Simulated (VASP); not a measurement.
# Hf (Pm-3m) in VASP: notebook, part 2 of 2

VASP 6.6.1. The steps go on from the part before.

## (3) Single point, PBEsol

This run uses another cell than the first one, of 18.37 Å³/atom, 1.074 times its volume.

INCAR reads:

```
  PREC = Accurate
  ENCUT = 520
  EDIFF = 1E-6
  ISMEAR = 0
  SIGMA = 0.05
  LREAL = F
  LASPH = T
  NELM = 100
  ALGO = Normal
  ISIF = 2
  LWAVE = F
  LCHARG = F
  GGA = PS
  NBANDS = 11
```

KPOINTS reads:

```
regular mesh
0
Gamma
  16 16 16
```

POSCAR reads:

```
Hf
1.0
    2.6386063972      0.0000000000      0.0000000000
    0.0000000000      2.6386063972      0.0000000000
    0.0000000000      0.0000000000      2.6386063972
Hf
1
Direct
    0.0000000000      0.0000000000      0.0000000000
```

Potentials or basis: VASP PAW PBE potentials, release 64 (Hf_pv).

Launch:

```sh
$ cat potpaw_PBE.64/Hf_pv/POTCAR > POTCAR
$ mpirun -np 1 vasp_std > vasp.out
```

OUTCAR:

```text
PREC = Accurate
   ENCUT = 520
   EDIFF = 1E-6
   ISMEAR = 0
   LREAL = F
   LASPH = T
   NELM = 100
   ISIF = 2
   GGA = PS

 ion  position               nearest neighbor table
   1  0.000  0.000  0.000-

  LATTYP: Found a simple cubic cell.
 ALAT       =     2.6386063972

  Lattice vectors:

 A1 = (   2.6386063972,   0.0000000000,   0.0000000000)
 A2 = (   0.0000000000,   2.6386063972,   0.0000000000)
 A3 = (   0.0000000000,   0.0000000000,   2.6386063972)

Analysis of symmetry for initial positions (statically):
=====================================================================
 Subroutine PRICEL returns:
 Original cell was already a primitive cell.

 Routine SETGRP: Setting up the symmetry group for a
 simple cubic supercell.

 Subroutine GETGRP returns: Found 48 space group operations
 (whereof 48 operations were pure point group operations)
 out of a pool of 48 trial point group operations.

The static configuration has the point symmetry O_h .

Analysis of symmetry for dynamics (positions and initial velocities):
=====================================================================
 Subroutine PRICEL returns:
 Original cell was already a primitive cell.

 Routine SETGRP: Setting up the symmetry group for a
 simple cubic supercell.

 Subroutine GETGRP returns: Found 48 space group operations
 (whereof 48 operations were pure point group operations)
 out of a pool of 48 trial point group operations.

The dynamic configuration has the point symmetry O_h .

 Subroutine INISYM returns: Found 48 space group operations
 (whereof 48 operations are pure point group operations),
 and found     1 'primitive' translations

----------------------------------------------------------------------------------------

                                     Primitive cell

  volume of cell :      18.3706

  direct lattice vectors                    reciprocal lattice vectors
[... 107 lines left out ...]
  Fermi-wavevector in a.u.,A,eV,Ry     =   1.336699  2.525994 24.310395  1.786764
  Thomas-Fermi vector in A             =   2.465305
   LORBIT       =      0    0 simple, 1 ext, 2 COOP (PROOUT), +10 PAW based schemes
   GGA     = PS    functional components
   LHFCALC =     F    Hartree Fock is set to
   AEXX    =    0.0000 exact exchange contribution
   IVDW    =     0    specifies the selected vdW correction
   LEPSILON=     F    determine dielectric tensor
   LRPA    =     F    only Hartree local field effects (RPA)
 non-spin polarized calculation
 Gauss-broadening in eV      SIGMA  =   0.05
  energy-cutoff  :      520.00
  volume of cell :       18.37
 maximum number of plane-waves:       512
 NGX is ok and might be reduce to    20
   NGX =  9   NGY =  9   NGZ =  9

 number of electron      10.0000000 magnetization

 number of electron       9.9999997 magnetization

 Free energy of the ion-electron system (eV)
  ---------------------------------------------------
  ext. energy  EPLUGINS =         0.00000000
  ---------------------------------------------------
  free energy    TOTEN  =        -9.02861727 eV

  energy without entropy =       -9.02746723  energy(sigma->0) =       -9.02804225

 E-fermi :   5.6986     XC(G=0): -12.2336

 val. band max:        5.6949013126   @ k =   0.4375   0.2500   0.2500
 cond. band min:       5.7041444971   @ k =   0.2500   0.0625   0.0000
 fundamental gap:      0.0092431846
 Fermi energy:         5.6986062396

 k-point     1 :       0.0000    0.0000    0.0000
  band No.  band energies     occupation
      1     -23.2447      2.00000
      2     -23.2447      2.00000
      3     -23.2447      2.00000
      4      -1.5836      2.00000
      5       3.4235      2.00000
      6       3.4235      2.00000
      7      14.5430      0.00000
      8      14.5430      0.00000
      9      14.5430      0.00000
     10      19.6201      0.00000
     11      21.6098      0.00000
[... 309 lines left out ...]
 k-point    24 :       0.5000    0.1250    0.0000
  band No.  band energies     occupation
      1     -25.3829      2.00000
      2     -23.3694      2.00000
      3     -23.0042      2.00000
      4       3.0721      2.00000
      5       5.1211      2.00000
      6       5.3551      2.00000
      7       9.5388      0.00000
      8      10.0766      0.00000
      9      14.1748      0.00000
     10      19.1428      0.00000
     11      19.6828      0.00000

 [... further k-points ...]
[... 5 lines left out ...]
  --------------------------------------------------------------------------------------
  -------------------------------------------------------------------------------------
  Total        3.3573715      3.3573715      3.3573715     -0.0000000     -0.0000000     -0.0000000
  in kB      292.8101686    292.8101686    292.8101686     -0.0000000     -0.0000000     -0.0000000
  external PRESSURE =     292.8101686 kB  Pullay stress =       0.0000000 kB

 VOLUME and BASIS-vectors are now :
 -----------------------------------------------------------------------------
  energy-cutoff  :      520.00
  volume of cell :       18.37
      direct lattice vectors                 reciprocal lattice vectors
     2.638606397  0.000000000  0.000000000     0.378987939  0.000000000  0.000000000
     0.000000000  2.638606397  0.000000000     0.000000000  0.378987939  0.000000000
     0.000000000  0.000000000  2.638606397     0.000000000  0.000000000  0.378987939

 POSITION                                       TOTAL-FORCE (eV/Angst)
 -----------------------------------------------------------------------------------
      0.00000      0.00000      0.00000         0.000000      0.000000      0.000000
 -----------------------------------------------------------------------------------
    total drift:                               -0.000000     -0.000000     -0.000000

  FREE ENERGIE OF THE ION-ELECTRON SYSTEM (eV)
  ---------------------------------------------------
  free  energy   TOTEN  =        -9.0286172747 eV

  energy  without entropy=       -9.0274672259  energy(sigma->0) =       -9.02804225
```

Run time: 34 s. Hardware: 1 thread of AMD EPYC 7R13, shared host; peak memory 0.12 GiB.

Results:

- Free energy: -9.0286 eV
- Pressure: 29.3 GPa
- Band gap on the k mesh: zero (band 5 reaches 6.87 eV, above the bottom of band 6 at 3.35 eV)

Levels at points of the mesh, in eV from the Fermi level:
| k point | band 1 | band 2 | band 3 | band 4 | band 5 | band 6 | band 7 | band 8 | band 9 | band 10 |
| --- | --- | --- | --- | --- | --- | --- | --- | --- | --- | --- |
| (0.00, 0.00, 0.00) | -28.94 | -28.94 | -28.94 | -7.28 | -2.28 | -2.28 | 8.84 | 8.84 | 8.84 | 13.92 |
| (0.50, 0.00, 0.00) | -31.13 | -28.73 | -28.73 | -3.25 | -0.99 | 0.64 | 3.69 | 3.69 | 9.44 | 13.50 |
| (0.50, 0.50, 0.00) | -30.79 | -30.79 | -28.53 | -4.48 | -0.48 | 4.82 | 4.82 | 6.55 | 6.55 | 12.24 |
| (0.50, 0.50, 0.50) | -30.48 | -30.48 | -30.48 | -2.35 | -2.35 | -2.35 | 6.94 | 12.66 | 12.66 | 13.91 |

Caveat: the PAW data sets were made with another functional, which shifts forces and pressure a little; spin-orbit coupling is left out, which moves the levels of the heavy elements.
